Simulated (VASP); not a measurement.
NaLiCl2, 4 atoms in the cell. Symmetry: R-3m, No. 166, trigonal system. The conventional cell has a = 3.783 Å, b = 3.783 Å, c = 18.743 Å, α = 90.00°, β = 90.00°, γ = 120.00°. Li (site symmetry -3m) has 6 Cl at 2.61 Å within 3.4 Å. Na (site symmetry -3m) has 6 Cl at 2.76 Å within 3.6 Å. Cl (site symmetry 3m) has 3 Li at 2.61 Å and 3 Na at 2.76 Å within 3.4 Å. 

* Program: VASP 6.6.1
* Task: single point
* Functional: PBE
* Potentials or basis: VASP PAW PBE potentials, release 64 (Li_sv, Na_pv, Cl)
* Cutoff: 750 eV
* k mesh: 4 × 4 × 4
* Occupations: gaussian, width 0.01 eV
* Spin: no spin polarisation
* Dipole correction: no
* Further INCAR settings: ALGO = Normal; EDIFF = 1e-06; NBANDS = 20

Potentials or basis: VASP PAW PBE potentials, release 64 (Li_sv, Na_pv, Cl).

Run with:

```sh
$ cat potpaw_PBE.64/Li_sv/POTCAR potpaw_PBE.64/Na_pv/POTCAR potpaw_PBE.64/Cl/POTCAR > POTCAR
$ mpirun -np 1 vasp_std > vasp.out
```

Hardware: 1 thread of Intel Xeon 8259CL, on a shared host.

Estimate the wall time of this run.

Run time: 70 s on 1 thread of Intel Xeon 8259CL, with other jobs on the host, peak memory 0.49 GiB. Counts: scf iterations 12, k points 13.
